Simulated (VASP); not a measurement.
Here is a VASP 6.6.1 calculation.

Contents of INCAR:

```
SYSTEM = NaH
ALGO = Normal
EDIFF = 1E-6
ENCUT = 520
GGA = PE
ISIF = 2
ISMEAR = -1
LASPH = .TRUE.
LCHARG = .TRUE.
LELF = .TRUE.
LREAL = .FALSE.
LVHAR = .TRUE.
LWAVE = .FALSE.
NBANDS = 11
NELM = 80
PREC = Accurate
SIGMA = 0.02
```

File KPOINTS:

```
k-points
0
G
  8 8 8
  0 0 0
```

Contents of POSCAR:

```
NaH
1.0
    2.9745198934      0.0421286870      0.0421286870
    0.0421286870      2.9745198934      0.0421286870
    0.0421286870      0.0421286870      2.9745198934
Na H
1 1
Direct
    0.0000000000      0.0000000000      0.0000000000
    0.5000000000      0.5000000000      0.5000000000
```

Potentials or basis: VASP PAW PBE potentials, release 64 (Na_pv, H).

The run is started by

```console
$ cat potpaw_PBE.64/Na_pv/POTCAR potpaw_PBE.64/H/POTCAR > POTCAR
$ mpirun -np 1 vasp_std > vasp.out
```

(1) What does it give for the band gap on the k mesh?

(2) Predict the pressure.

Answers

(1) 1.05 eV, indirect (least direct gap 4.38 eV).

(2) -0.3 GPa.

Caveat: the cell differs from its parent crystal (strain along [111] +4.3%).
